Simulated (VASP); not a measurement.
Y, 1 atom in the cell. Symmetry: Im-3m, No. 229, cubic system. Conventional cell: a = 3.911 Å, b = 3.911 Å, c = 3.911 Å, α = 90.00°, β = 90.00°, γ = 90.00°. Y (site symmetry m-3m) has 14 Y at 3.39 to 3.91 Å within 4.5 Å. This isn't the form of Y at room conditions, which is hcp.

```yaml
Program: VASP 6.6.1
Task: single point
Functional: LDA
Potentials_or_basis: VASP PAW LDA potentials, release 64 (Y_sv)
Cutoff: 520 eV
k_mesh: 14 × 14 × 14
Occupations: fermi-dirac, width 0.05 eV
Spin: no spin polarisation
Dipole_correction: no
Further_INCAR_settings: ALGO = Normal; EDIFF = 1e-06; NBANDS = 12
```

Potentials or basis: VASP PAW LDA potentials, release 64 (Y_sv).

Command:

```sh
$ cat potpaw_LDA.64/Y_sv/POTCAR > POTCAR
$ mpirun -np 1 vasp_std > vasp.out
```

Hardware: 1 thread of Intel Xeon 8259CL, with other jobs on the host.

**Question.** How long does it take, and how much memory?

**Answer.** Run time: 44 s on 1 thread of Intel Xeon 8259CL (shared host), peak memory 0.18 GiB. Counts: scf iterations 11, k points 104.
